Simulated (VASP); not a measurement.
**InP: single point with r2SCAN**

The system is InP.

```
In P
1.0
     2.90275    2.90275    0.00000
    -2.90275    2.90275    0.00000
     0.00000    2.90275    2.90275
In P
1 1
Direct
  0.00000 0.00000 0.00000
  0.75000 0.25000 0.50000
```

```
Program                : VASP 6.6.1
Task                   : single point
Functional             : r2SCAN
Potentials or basis    : VASP PAW PBE potentials, release 64 (In_d, P)
Cutoff                 : 520 eV
k mesh                 : 8 × 8 × 8
Occupations            : gaussian, width 0.01 eV
Spin                   : no spin polarisation
Dipole correction      : no
Further INCAR settings : ALGO = Normal; EDIFF = 1e-07; NBANDS = 16
```

- Pressure: 3.9 GPa
- Band gap on the k mesh: 1.34 eV, direct

Levels at points of the mesh, in eV from the valence-band top:
```tsv
k point	band 7	band 8	band 9	band 10	band 11	band 12
(0.00, 0.00, 0.00)	0.00	0.00	0.00	1.34	4.44	4.44
(0.50, 0.00, 0.00)	-6.04	-1.05	-1.05	1.94	5.16	5.16
(0.50, 0.50, 0.00)	-6.01	-2.51	-2.51	1.96	2.55	10.09
```

Wall time 71 s on 1 thread of Intel(R) Xeon(R) Platinum 8259CL CPU @ 2.50GHz (Skylake/Cascade Lake), with other jobs on the host, peak memory 0.19 GiB.

Caveat: the PAW data sets were made with another functional, which shifts forces and pressure a little; spin-orbit coupling is left out, which moves the levels of the heavy elements. r2SCAN opens gaps a little over a GGA but as a rule still falls short of measured ones.
